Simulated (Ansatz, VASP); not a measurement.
SiC in VASP and in Ansatz

Contents of INCAR:

```
SYSTEM = SiC
PREC = Accurate
ENCUT = 520
EDIFF = 1E-6
ISMEAR = 0
SIGMA = 0.05
LREAL = .FALSE.
LASPH = .TRUE.
NELM = 80
ALGO = Normal
ISIF = 2
LWAVE = .FALSE.
LCHARG = .FALSE.
GGA = PE
NBANDS = 16
```

The input KPOINTS:

```
Automatic mesh
0
G
  12 12 6
  0 0 0
```

Contents of POSCAR:

```
SiC
1.0
    3.2154370636      0.0000000000      0.0000000000
   -1.6077185318      2.7846501814      0.0000000000
    0.0000000000      0.0000000000      5.0740211774
Si C
2 2
Direct
    0.3333333333      0.6666666667      0.0045635313
    0.6666666667      0.3333333333      0.5045635313
    0.3333333333      0.6666666667      0.3804364687
    0.6666666667      0.3333333333      0.8804364687
```

Input for Ansatz:

```yaml
crystal:
  lattice:
    - [3.2154370636, 0.0, 0.0]
    - [-1.6077185318, 2.7846501814, 0.0]
    - [0.0, 0.0, 5.0740211774]
  atoms:
    - { symbol: Si, position: [0.3333333333, 0.6666666667, 0.0045635313] }
    - { symbol: Si, position: [0.6666666667, 0.3333333333, 0.5045635313] }
    - { symbol: C, position: [0.3333333333, 0.6666666667, 0.3804364687] }
    - { symbol: C, position: [0.6666666667, 0.3333333333, 0.8804364687] }
basis:
  ecutwfc: 420
kpoints:
  mp_grid: { grid: [12, 12, 6] }
hamiltonian:
  xc: pbe
scf:
  occupations: { method: gaussian, width: 0.05 }
output:
  forces: true
  stress: true
  eigenvalues: true
```

Change from the starting cell: strain +0.040 along x and y, +0.000 along z, atoms carried along.

Alike in both runs: task single point; functional PBE; k mesh 12 × 12 × 6; occupations gaussian, width 0.05 eV; no spin polarisation.

```csv
,VASP,Ansatz
version,VASP 6.6.1,Ansatz 0.2.0
potentials or method,"VASP PAW PBE potentials, release 64 (Si, C), cutoff 520 eV","scalar-relativistic, plane waves, PAW"
valence electrons in the cell,16,16
```

VASP gave:

```
gap on the k mesh at the Fermi level (eV)                     : 2.36
least direct gap on the mesh (eV)                             : 3.43
pressure (GPa)                                                : -14.0
traceless stress, the component that is largest in VASP (GPa) : 12.01
rms of the force components (eV/Å)                            : 0.150
```

**Question.** Estimate Ansatz's values.

**Answer.** gap on the k mesh at the Fermi level (eV): 2.36; least direct gap on the mesh (eV): 3.44; pressure (GPa): -14.0; traceless stress, the component that is largest in VASP (GPa): 11.96; rms of the force components (eV/Å): 0.150.

Atom by atom the forces differ by 0.000 eV/Å (rms over components).
